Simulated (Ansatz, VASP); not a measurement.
# CaPtS3: VASP beside Ansatz

File INCAR:

```
  PREC = Accurate
  ENCUT = 520
  EDIFF = 1E-6
  ISMEAR = 0
  SIGMA = 0.1
  LREAL = False
  LASPH = True
  NELM = 150
  ALGO = Normal
  ISIF = 2
  LWAVE = False
  LCHARG = True
  ISPIN = 2
  MAGMOM = 0 1 0 0 0
  LORBIT = 11
  LMAXMIX = 4
  GGA = PE
  LELF = True
  LVHAR = True
  NBANDS = 31
```

File KPOINTS:

```
Automatic mesh
0
Gamma
  4 4 4
```

Contents of POSCAR:

```
CaPtS3
1.0
    4.6841072600      0.0000000000      0.0000000000
    0.0000000000      4.6841072600      0.0000000000
    0.0000000000      0.0000000000      4.6841072600
Ca Pt S
1 1 3
Direct
    0.5000000000      0.5000000000      0.4844832700
    0.0000000000      0.0000000000      0.9844832700
    0.0000000000      0.5000000000      0.0000000000
    0.5000000000      0.0000000000      0.0000000000
    0.0000000000      0.0000000000      0.5000000000
```

Input for Ansatz:

```yaml
crystal:
  lattice:
    - [4.68410726, 0.0, 0.0]
    - [0.0, 4.68410726, 0.0]
    - [0.0, 0.0, 4.68410726]
  atoms:
    - { symbol: Ca, position: [0.5, 0.5, 0.48448327] }
    - { symbol: Pt, position: [0.0, 0.0, 0.98448327], spin: 1.0 }
    - { symbol: S, position: [0.0, 0.5, 0.0] }
    - { symbol: S, position: [0.5, 0.0, 0.0] }
    - { symbol: S, position: [0.0, 0.0, 0.5] }
basis:
  ecutwfc: 420
kpoints:
  mp_grid: { grid: [4, 4, 4] }
hamiltonian:
  xc: pbe
scf:
  occupations: { method: gaussian, width: 0.1 }
  lower_state_search: "off"
output:
  forces: true
  stress: true
  eigenvalues: true
  populations: true
magnetization:
  spin_polarized: true
```

Alike in both runs: task single point; functional PBE; k mesh 4 × 4 × 4; occupations gaussian, width 0.1 eV; collinear spin.

|  | VASP | Ansatz |
| --- | --- | --- |
| version | VASP 6.6.1 | Ansatz 0.2.0 |
| potentials or method | VASP PAW PBE potentials, release 64 (Ca_sv, Pt, S), cutoff 520 eV | scalar-relativistic, plane waves, PAW |
| valence electrons in the cell | 38 | 46 |

Ansatz gave:

* gap on the k mesh at the Fermi level (eV): none
* pressure (GPa): 5.2
* traceless stress, the component that is largest in VASP (GPa): 0.32
* rms of the force components (eV/Å): 0.311
* net moment per atom (μB): 0.04
* size of the moment on the site where the two differ most (μB): 0.05

What did VASP give for the same quantities?

gap on the k mesh at the Fermi level (eV): none; pressure (GPa): 5.1; traceless stress, the component that is largest in VASP (GPa): 0.33; rms of the force components (eV/Å): 0.308; net moment per atom (μB): 0.06; size of the moment on the site where the two differ most (μB): 0.08.

Site moments also hang on the region over which each program counts them. Atom by atom the forces differ by 0.003 eV/Å (rms over components). A gap of «none» marks a metal or a gap that the smearing closes. VASP's potentials hold 38 valence electrons a cell and Ansatz's 46, so a difference there can come from the potentials and not from the codes.

Neither program's run includes spin-orbit coupling.
